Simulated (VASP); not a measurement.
Write the native input for VASP 6.6.1 that does the following.

```yaml
Task: single point
Functional: PBEsol
Potentials_or_basis: VASP PAW PBE potentials, release 64 (C)
Cutoff: 520 eV
k_mesh: 12 × 12 × 4
Occupations: gaussian, width 0.2 eV
Spin: no spin polarisation
Dipole_correction: no
Further_INCAR_settings: ALGO = Normal; EDIFF = 1e-06; NBANDS = 16
```

The structure of C lies in POSCAR:

```
C
1.0
    1.2280480000     -2.1270620000      0.0000000000
    1.2280480000      2.1270620000      0.0000000000
    0.0000000000      0.0000000000      7.1732680000
C
4
Direct
    0.0833790000      0.9166210000      0.7531380000
    0.5833790000      0.4166210000      0.2468620000
    0.9166210000      0.0833790000      0.2468620000
    0.4166210000      0.5833790000      0.7531380000
```

One way to write it, as run:

INCAR

```
SYSTEM = C
PREC = Accurate
ENCUT = 520
EDIFF = 1E-6
ISMEAR = 0
SIGMA = 0.2
LREAL = .False.
LASPH = .True.
NELM = 80
ALGO = Normal
ISIF = 2
LWAVE = .False.
LCHARG = .False.
GGA = PS
NBANDS = 16
```

KPOINTS

```
Automatic mesh
0
Gamma
  12 12 4
  0 0 0
```

Potentials or basis: VASP PAW PBE potentials, release 64 (C).

Run with:

```bash
$ cat potpaw_PBE.64/C/POTCAR > POTCAR
$ mpirun -np 1 vasp_std > vasp.out
```

It gave:

The pressure is 1.6 GPa. The largest force is 0.023 eV/Å.

Caveat: this functional lacks dispersion, which binds the layers, so the pressure and a relaxed spacing across them are unreliable; the PAW data sets were made with another functional, which shifts forces and pressure a little.

It took 49 s on 1 thread of AMD EPYC 7R13 Processor (Zen 3), on a shared host, peak memory 0.15 GiB.
